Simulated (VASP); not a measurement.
# RbBr (Pm-3m) in VASP: notebook

RbBr is run at these levels: PBEsol; tasks: relaxation of the atoms, single point.

Everything below comes from runs of VASP 6.6.1. Logs are shortened: lines on timing, memory, paths and dates and some standing lists are left out, and cuts for length are marked.

## (1) The cell of the first run

Symmetry: Pm-3m, No. 221, cubic system. The conventional cell has a = 3.574 Å, b = 3.574 Å, c = 3.574 Å, α = 90.00°, β = 90.00°, γ = 90.00°. Rb (site symmetry m-3m) has 8 Br at 3.10 Å and 6 Rb at 3.57 Å within 4.1 Å. Br (site symmetry m-3m) has 8 Rb at 3.10 Å and 6 Br at 3.57 Å within 4.1 Å.

## (2) Relaxation of the atoms, PBEsol

File INCAR:

```
ALGO     = Normal         # electronic algorithm
EDIFF    = 1E-6           # SCF threshold, eV
EDIFFG   = -0.01          # ionic threshold
ENCUT    = 520            # plane-wave cutoff, eV
GGA      = PS             # functional
IBRION   = 2              # ionic algorithm
ISIF     = 2              # what is computed and relaxed
ISMEAR   = -1             # smearing method
LASPH    = T              # aspherical terms in the spheres
LCHARG   = F              # write CHGCAR
LREAL    = F              # projectors in reciprocal space
LWAVE    = F              # write WAVECAR
NELM     = 80             # most SCF steps
NSW      = 50             # ionic steps
PREC     = Accurate       # precision mode
SIGMA    = 0.03           # smearing width, eV
```

File KPOINTS:

```
k-points
0
Gamma
  7 7 7
```

File POSCAR:

```
RbBr
1.0
    3.5741695089      0.0000000000      0.0000000000
    0.0000000000      3.5741695089      0.0000000000
    0.0000000000      0.0000000000      3.5741695089
Rb Br
1 1
Direct
    0.0000000000      0.0000000000      0.0000000000
    0.5000000000      0.5000000000      0.5000000000
```

Potentials or basis: VASP PAW PBE potentials, release 64 (Rb_sv, Br).

Launch:

```bash
$ cat potpaw_PBE.64/Rb_sv/POTCAR potpaw_PBE.64/Br/POTCAR > POTCAR
$ mpirun -np 1 vasp_std > vasp.out
```

OUTCAR:

```text
EDIFF = 1E-6
   EDIFFG = -0.01
   ENCUT = 520
   GGA = PS
   IBRION = 2
   ISIF = 2
   ISMEAR = -1
   LASPH = T
   LREAL = F
   NELM = 80
   NSW = 50
   PREC = Accurate

 ion  position               nearest neighbor table
   1  0.000  0.000  0.000-   2 3.10   2 3.10   2 3.10   2 3.10   2 3.10   2 3.10   2 3.10   2 3.10

   2  0.500  0.500  0.500-   1 3.10   1 3.10   1 3.10   1 3.10   1 3.10   1 3.10   1 3.10   1 3.10

  LATTYP: Found a simple cubic cell.
 ALAT       =     3.5741695089

  Lattice vectors:

 A1 = (   3.5741695089,   0.0000000000,   0.0000000000)
 A2 = (   0.0000000000,   3.5741695089,   0.0000000000)
 A3 = (   0.0000000000,   0.0000000000,   3.5741695089)

Analysis of symmetry for initial positions (statically):
=====================================================================
 Subroutine PRICEL returns:
 Original cell was already a primitive cell.

 Routine SETGRP: Setting up the symmetry group for a
 simple cubic supercell.

 Subroutine GETGRP returns: Found 48 space group operations
 (whereof 48 operations were pure point group operations)
 out of a pool of 48 trial point group operations.

The static configuration has the point symmetry O_h .

Analysis of symmetry for dynamics (positions and initial velocities):
=====================================================================
 Subroutine PRICEL returns:
 Original cell was already a primitive cell.

 Routine SETGRP: Setting up the symmetry group for a
 simple cubic supercell.

 Subroutine GETGRP returns: Found 48 space group operations
 (whereof 48 operations were pure point group operations)
 out of a pool of 48 trial point group operations.

The dynamic configuration has the point symmetry O_h .

 Subroutine INISYM returns: Found 48 space group operations
 (whereof 48 operations are pure point group operations),
 and found     1 'primitive' translations

----------------------------------------------------------------------------------------

                                     Primitive cell

  volume of cell :      45.6589

  direct lattice vectors                    reciprocal lattice vectors
     3.574169509  0.000000000  0.000000000     0.279785275  0.000000000  0.000000000
     0.000000000  3.574169509  0.000000000     0.000000000  0.279785275  0.000000000
     0.000000000  0.000000000  3.574169509     0.000000000  0.000000000  0.279785275

  length of vectors
     3.574169509  3.574169509  3.574169509     0.279785275  0.279785275  0.279785275

  position of ions in fractional coordinates (direct lattice)
     0.000000000  0.000000000  0.000000000
     0.500000000  0.500000000  0.500000000

  ion indices of the primitive-cell ions
   primitive index   ion index
                 1           1
                 2           2

----------------------------------------------------------------------------------------

 KPOINTS: k-points

Automatic generation of k-mesh.
 Grid dimensions read from file:
 generate k-points for:    7    7    7

 Generating k-lattice:

  Cartesian coordinates                     Fractional coordinates (reciprocal lattice)
     0.039969325  0.000000000  0.000000000     0.142857143  0.000000000  0.000000000
     0.000000000  0.039969325  0.000000000     0.000000000  0.142857143  0.000000000
     0.000000000  0.000000000  0.039969325     0.000000000  0.000000000  0.142857143

  Length of vectors
     0.039969325  0.039969325  0.039969325

  Shift w.r.t. Gamma in fractional coordinates (k-lattice)
     0.000000000  0.000000000  0.000000000

 Subroutine IBZKPT returns following result:
 ===========================================

 Found     20 irreducible k-points:

 Following reciprocal coordinates:
            Coordinates               Weight
  0.000000  0.000000  0.000000      1.000000
  0.142857  0.000000  0.000000      6.000000
  0.285714  0.000000  0.000000      6.000000
  0.428571  0.000000  0.000000      6.000000
  0.142857  0.142857  0.000000     12.000000
  0.285714  0.142857  0.000000     24.000000
[... 12 lines left out ...]
  0.428571  0.428571  0.285714     24.000000
  0.428571  0.428571  0.428571      8.000000
   k-points           NKPTS =     20   k-points in BZ     NKDIM =     20   number of bands    NBANDS=     12
   number of dos      NEDOS =    301   number of ions     NIONS =      2
   total plane-waves  NPLWV =  21952
   dimension x,y,z NGX =    28 NGY =   28 NGZ =   28
   dimension x,y,z NGXF=    56 NGYF=   56 NGZF=   56
   ions per type =               1   1
   NGX,Y,Z   is equivalent  to a cutoff of  13.02, 13.02, 13.02 a.u.
   NGXF,Y,Z  is equivalent  to a cutoff of  26.05, 26.05, 26.05 a.u.
 SYSTEM =  unknown system
   PREC   = accura    normal or accurate (medium, high low for compatibility)
   ISTART =      0    job   : 0-new  1-cont  2-samecut
   ICHARG =      2    charge: 1-file 2-atom 10-const
   ISPIN  =      1    spin polarized calculation?
   LNONCOLLINEAR =      F non collinear calculations
   LSORBIT =      F    spin-orbit coupling
   LASPH  =      T    aspherical Exc in radial PAW
   ENCUT  =  520.0 eV  38.22 Ry    6.18 a.u.   6.65  6.65  6.65*2*pi/ulx,y,z
   NELM   =     80;   NELMIN=  2; NELMDL= -5     # of ELM steps
   EDIFF  = 0.1E-05   stopping-criterion for ELM
   LREAL  =      F    real-space projection
   EDIFFG = -.1E-01   stopping-criterion for IOM
   NSW    =     50    number of steps for IOM
   IBRION =      2    ionic relax: 0-MD 1-quasi-New 2-CG
   NFREE  =      1    steps in history (QN), initial steepest desc. (CG)
   ISIF   =      2    stress and relaxation
   ISYM   =      2    0-nonsym 1-usesym 2-fastsym
   POTIM  = 0.5000    time-step for ionic-motion
   TEBEG  =    0.0;   TEEND  =   0.0 temperature during run
   PSTRESS=    0.0 pullay stress
   NELECT =      16.0000    total number of electrons
   NUPDOWN=      -1.0000    fix difference up-down
   EMIN   =  10.00;   EMAX   =-10.00  energy-range for DOS
   EFERMI =   0.00;   METHOD = LEGACY
   ISMEAR =    -1;   SIGMA  =   0.03  broadening in eV -4-tet -1-fermi 0-gaus
   EFERMI_NEDOS =   21; number of points for ismear=-14 and -15
   IALGO  =     38    algorithm
   IMIX   =      4    mixing-type and parameters
     AMIX     =   0.40;   BMIX     =  1.00
     AMIX_MAG =   1.60;   BMIX_MAG =  1.00
  volume/ion in A,a.u.               =      22.83       154.06
  Fermi-wavevector in a.u.,A,eV,Ry     =   1.154179  2.181081 18.124705  1.332128
  Thomas-Fermi vector in A             =   2.290817
   LORBIT       =      0    0 simple, 1 ext, 2 COOP (PROOUT), +10 PAW based schemes
   GGA     = PS    functional components
   LHFCALC =     F    Hartree Fock is set to
   AEXX    =    0.0000 exact exchange contribution
   IVDW    =     0    specifies the selected vdW correction
   LEPSILON=     F    determine dielectric tensor
   LRPA    =     F    only Hartree local field effects (RPA)
 conjugate gradient relaxation of ions
 non-spin polarized calculation
  energy-cutoff  :      520.00
  volume of cell :       45.66
 maximum number of plane-waves:      1247
 NGX is ok and might be reduce to    28
   NGX = 13   NGY = 13   NGZ = 13

 number of electron      16.0000002 magnetization

 Free energy of the ion-electron system (eV)
  ---------------------------------------------------
  ext. energy  EPLUGINS =         0.00000000
  ---------------------------------------------------
  free energy    TOTEN  =        -5.44679461 eV

  energy without entropy =       -5.44679461  energy(sigma->0) =       -5.44679461

 E-fermi :   2.6227     XC(G=0): -10.1294

 val. band max:        1.9625609009   @ k =   0.0000   0.0000   0.0000
 cond. band min:       6.4178212331   @ k =   0.0000   0.0000   0.0000
 fundamental gap:      4.4552603322
 Fermi energy:         2.6227338525

 k-point     1 :       0.0000    0.0000    0.0000
  band No.  band energies     occupation
      1     -22.8751      2.00000
      2     -11.6387      2.00000
      3      -6.7140      2.00000
      4      -6.7140      2.00000
      5      -6.7140      2.00000
      6       1.9626      2.00000
      7       1.9626      2.00000
      8       1.9626      2.00000
      9       6.4178      0.00000
     10       6.4178      0.00000
     11       8.0833      0.00000
     12      12.8962      0.00000

 k-point     2 :       0.1429    0.0000    0.0000
  band No.  band energies     occupation
      1     -22.8496      2.00000
      2     -11.6889      2.00000
      3      -6.7492      2.00000
      4      -6.6709      2.00000
      5      -6.6709      2.00000
      6       1.1608      2.00000
      7       1.8629      2.00000
      8       1.8629      2.00000
      9       6.6358      0.00000
     10       7.2625      0.00000
     11       8.9068      0.00000
     12      12.7855      0.00000

 k-point     3 :       0.2857    0.0000    0.0000
  band No.  band energies     occupation
      1     -22.7913      2.00000
      2     -11.8165      2.00000
      3      -6.7633      2.00000
      4      -6.5707      2.00000
      5      -6.5707      2.00000
      6      -0.1783      2.00000
      7       1.6315      2.00000
      8       1.6315      2.00000
      9       7.2709      0.00000
     10       9.1484      0.00000
     11      10.5784      0.00000
     12      12.3957      0.00000
[... 226 lines left out ...]
 k-point    19 :       0.4286    0.4286    0.2857
  band No.  band energies     occupation
      1     -22.5765      2.00000
      2     -11.0188      2.00000
      3      -7.5395      2.00000
      4      -7.4941      2.00000
      5      -7.0426      2.00000
      6      -0.3682      2.00000
      7      -0.2663      2.00000
      8       0.2513      2.00000
      9       9.4459      0.00000
     10      10.5761      0.00000
     11      10.8071      0.00000
     12      12.1891      0.00000

 k-point    20 :       0.4286    0.4286    0.4286
  band No.  band energies     occupation
      1     -22.5421      2.00000
      2     -10.8604      2.00000
      3      -7.4133      2.00000
      4      -7.3735      2.00000
      5      -7.3735      2.00000
      6      -0.7392      2.00000
      7      -0.7392      2.00000
      8      -0.4932      2.00000
      9      10.8509      0.00000
     10      11.5110      0.00000
     11      11.5110      0.00000
     12      13.8446      0.00000

------------------------ aborting loop because EDIFF is reached ----------------------------------------

  FORCE on cell =-STRESS in cart. coord.  units (eV):
  Direction    XX          YY          ZZ          XY          YZ          ZX
  --------------------------------------------------------------------------------------
  -------------------------------------------------------------------------------------
  Total        5.2347231      5.2347231      5.2347231     -0.0000000     -0.0000000      0.0000000
  in kB      183.6871858    183.6871858    183.6871858     -0.0000000     -0.0000000      0.0000000
  external PRESSURE =     183.6871858 kB  Pullay stress =       0.0000000 kB

 VOLUME and BASIS-vectors are now :
 -----------------------------------------------------------------------------
  energy-cutoff  :      520.00
  volume of cell :       45.66
      direct lattice vectors                 reciprocal lattice vectors
     3.574169509  0.000000000  0.000000000     0.279785275  0.000000000  0.000000000
     0.000000000  3.574169509  0.000000000     0.000000000  0.279785275  0.000000000
     0.000000000  0.000000000  3.574169509     0.000000000  0.000000000  0.279785275

 POSITION                                       TOTAL-FORCE (eV/Angst)
 -----------------------------------------------------------------------------------
      0.00000      0.00000      0.00000         0.000000      0.000000      0.000000
      1.78708      1.78708      1.78708         0.000000      0.000000      0.000000
 -----------------------------------------------------------------------------------
    total drift:                                0.000000      0.000000      0.000000

  FREE ENERGIE OF THE ION-ELECTRON SYSTEM (eV)
  ---------------------------------------------------
  free  energy   TOTEN  =        -5.4467946091 eV

  energy  without entropy=       -5.4467946091  energy(sigma->0) =       -5.44679461

 reached required accuracy - stopping structural energy minimisation
```

Run time: 10 s. Hardware: 1 thread of Intel Xeon 6975P-C (Granite Rapids), shared host; peak memory 0.15 GiB.

What came out:

```yaml
Free_energy: -5.4468 eV
Pressure_after_relaxing: 18.4 GPa
Band_gap_on_the_k_mesh: 4.46 eV, direct
```

Final structure:
```
CELL_PARAMETERS angstrom
3.57417 0.00000 0.00000
0.00000 3.57417 0.00000
0.00000 0.00000 3.57417
ATOMIC_POSITIONS crystal
Rb 0.00000 0.00000 0.00000
Br 0.50000 0.50000 0.50000
```

Caveat: the relaxation stopped at its first step, so nothing moved; the PAW data sets were made with another functional, which shifts forces and pressure a little. A k mesh can miss the band edges.

(Part 1 of 2 ends here.)
